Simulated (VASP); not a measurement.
Crystal: BaTiO3.

```xyz
5
Lattice="4.0782 0.0000 0.0000 0.0000 4.0782 0.0000 0.0000 0.0000 4.0968" Properties=species:S:1:pos:R:3 pbc="T T T"
Ba    0.0000    0.0000   -0.0122
Ti    2.0391    2.0391    1.9773
O     2.0391    2.0391    0.0912
O     2.0391    0.0000    2.1018
O     0.0000    2.0391    2.1018
```

```yaml
Program: VASP 6.6.1
Task: relaxation of the atoms
Functional: PBE
Potentials_or_basis: VASP PAW PBE potentials, release 64 (Ba_sv, Ti_sv, O)
Cutoff: 520 eV
k_mesh: 8 × 8 × 8
Occupations: fermi-dirac, width 0.02 eV
Spin: no spin polarisation
```

At the start: pressure -4.3 GPa; volume 13.63 Å³/atom.

Where does the relaxation end?

Over 7 steps the energy falls by 2.7 meV/atom; space group P4mm (No. 99, to 0.1 Å) before and after.

Step by step:
| step | energy change (eV) | largest force (eV/Å) | pressure (GPa) |
| --- | --- | --- | --- |
| 1 | 0.0000 | 0.4302 | -4.31 |
| 2 | -0.0109 | 0.1802 | -3.59 |
| 3 | -0.0127 | 0.0657 | -3.11 |
| 4 | -0.0127 | 0.0647 | -3.14 |
| 5 | -0.0130 | 0.0499 | -3.11 |
| 6 | -0.0133 | 0.0290 | -3.03 |
| 7 | -0.0134 | 0.0087 | -3.06 |

Final structure:
```cif
data_structure
_symmetry_space_group_name_H-M 'P 1'
_symmetry_Int_Tables_number 1
_cell_length_a 4.0782
_cell_length_b 4.0782
_cell_length_c 4.0968
_cell_angle_alpha 90.000
_cell_angle_beta 90.000
_cell_angle_gamma 90.000
_cell_volume 68.14
loop_
_atom_site_label
_atom_site_type_symbol
_atom_site_fract_x
_atom_site_fract_y
_atom_site_fract_z
_atom_site_occupancy
Ba1 Ba 0.00000 0.00000 0.99359 1
Ti1 Ti 0.50000 0.50000 0.47621 1
O1 O 0.50000 0.50000 0.03030 1
O2 O 0.50000 0.00000 0.51395 1
O3 O 0.00000 0.50000 0.51395 1
```
